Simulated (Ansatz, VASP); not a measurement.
# Two plane-wave programs on ZrAu3

Contents of INCAR:

```
SYSTEM = ZrAu3
PREC = Accurate
ENCUT = 600
EDIFF = 1E-6
ISMEAR = 0
SIGMA = 0.1
LREAL = .False.
LASPH = .True.
NELM = 100
ALGO = Normal
ISIF = 3
LWAVE = .False.
LCHARG = .False.
GGA = PS
IBRION = 2
NSW = 90
EDIFFG = -0.04
ISYM = 0
```

KPOINTS

```
Automatic mesh
0
Gamma
  3 3 3
  0 0 0
```

File POSCAR:

```
ZrAu3
1.0
    5.1607020000      0.0149220000     -0.1837070000
    0.0149220000      5.4245300000      0.3554350000
   -0.1837070000      0.3554350000      5.1090940000
Zr Au
2 6
Direct
    0.3119567540      0.3276082888      0.5673714825
    0.3054118443      0.8329824523      0.5114645136
    0.5729967610      0.0222023030      0.0434812081
    0.8157778117      0.0679415545      0.6028668775
    0.8598923565      0.6065991057      0.2239726831
    0.8201587307      0.5690232163      0.7297990436
    0.3729419572      0.5706864808      0.0433327797
    0.0420322299      0.1880510568      0.0629392726
```

Input for Ansatz:

```yaml
crystal:
  lattice:
    - [5.160702, 0.014922, -0.183707]
    - [0.014922, 5.42453, 0.355435]
    - [-0.183707, 0.355435, 5.109094]
  atoms:
    - { symbol: Zr, position: [0.311956754, 0.3276082888, 0.5673714825] }
    - { symbol: Zr, position: [0.3054118443, 0.8329824523, 0.5114645136] }
    - { symbol: Au, position: [0.572996761, 0.022202303, 0.0434812081] }
    - { symbol: Au, position: [0.8157778117, 0.0679415545, 0.6028668775] }
    - { symbol: Au, position: [0.8598923565, 0.6065991057, 0.2239726831] }
    - { symbol: Au, position: [0.8201587307, 0.5690232163, 0.7297990436] }
    - { symbol: Au, position: [0.3729419572, 0.5706864808, 0.0433327797] }
    - { symbol: Au, position: [0.0420322299, 0.1880510568, 0.0629392726] }
  symmetry: { detect: false }
basis:
  ecutwfc: 420
kpoints:
  mp_grid: { grid: [3, 3, 3], shift: [0.0, 0.0, 0.0] }
hamiltonian:
  xc: pbesol
scf:
  occupations: { method: gaussian, width: 0.1 }
  lower_state_search: "off"
output:
  forces: true
  stress: true
  eigenvalues: true
relax:
  adjacent_minimum: "off"
  f_tol: 0.04
  max_steps: 70
  cell: { stress_tol: 0.3 }
```

Alike in both runs: task relaxation of cell and atoms; functional PBEsol; k mesh 3 × 3 × 3; occupations gaussian, width 0.1 eV; no spin polarisation.

|  | VASP | Ansatz |
| --- | --- | --- |
| version | VASP 6.6.1 | Ansatz 0.2.0 |
| potentials or method | VASP PAW PBE potentials, release 64 (Zr_sv, Au), cutoff 600 eV | scalar-relativistic, plane waves, PAW |
| valence electrons in the cell | 90 | 138 |

Ansatz gave:

```
gap on the k mesh at the Fermi level, each at its own relaxed structure (eV) : none
relaxed volume (Å³/atom)                                                     : 19.13
relaxed cell length with the largest relative difference (Å)                 : 6.274
```

Task: Estimate VASP's values.

Result: gap on the k mesh at the Fermi level, each at its own relaxed structure (eV): none; relaxed volume (Å³/atom): 19.08; relaxed cell length with the largest relative difference (Å): 6.246.

VASP's potentials were made for PBE, not for PBEsol. A gap of «none» marks a metal or a gap that the smearing closes. VASP's potentials hold 90 valence electrons a cell and Ansatz's 138, so a difference there can come from the potentials and not from the codes.

The k mesh is coarse, so the values compare programs but aren't converged. Spin-orbit coupling is off throughout.
